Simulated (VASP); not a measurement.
Set up this calculation in VASP 6.6.1, as the native input.

```
Task                   : electric field gradients
Functional             : LDA
Potentials or basis    : VASP PAW LDA potentials, release 64 (Sc_sv, Pt)
Cutoff                 : 520 eV
k mesh                 : 10 × 10 × 10
Occupations            : fermi-dirac, width 0.05 eV
Spin                   : no spin polarisation
Dipole correction      : no
Further INCAR settings : ALGO = Normal; EDIFF = 1e-08; NBANDS = 18
```

The structure of ScPt lies in POSCAR:

```
ScPt
1.0
    3.2700000000      0.0327000000      0.0327000000
    0.0327000000      3.2700000000      0.0327000000
    0.0327000000      0.0327000000      3.2700000000
Sc Pt
1 1
Direct
    0.5000000000      0.5000000000      0.5000000000
    0.0000000000      0.0000000000      0.0000000000
```

This cell differs from its parent crystal: equal xy, yz and zx shear strains of +2 %.

These files were run (other wordings do the same):

INCAR

```
SYSTEM = ScPt
ALGO = Normal
EDIFF = 1E-8
ENCUT = 520
ISIF = 2
ISMEAR = -1
LASPH = .TRUE.
LCHARG = .FALSE.
LEFG = .TRUE.
LREAL = .FALSE.
LWAVE = .FALSE.
NBANDS = 18
NELM = 60
PREC = Accurate
SIGMA = 0.05
```

KPOINTS

```
k-points
0
G
  10 10 10
  0 0 0
```

Potentials or basis: VASP PAW LDA potentials, release 64 (Sc_sv, Pt).

Launch:

```sh
$ cat potpaw_LDA.64/Sc_sv/POTCAR potpaw_LDA.64/Pt/POTCAR > POTCAR
$ mpirun -np 1 vasp_std > vasp.out
```

Results of the run:

```json
{"Pressure": "-4.7 GPa", "Band gap on the k mesh": "zero (an odd number of electrons rules out a gap without spin polarisation)", "Largest electric field gradient by atom": "Sc +3.1; Pt -19.7 V/Å²"}
```

Caveat: the cell differs from its parent crystal (equal xy, yz and zx shear strains of +2 %); the cell stands under tension; without QUAD_EFG the Cq values of the log hold for a quadrupole moment of 1 mb, not for the nuclei; spin-orbit coupling is left out, which moves the levels of the heavy elements.

It took 23 s on 1 thread of AMD EPYC 9R45 96-Core Processor (Zen 5), with other jobs on the host, peak memory 0.16 GiB.
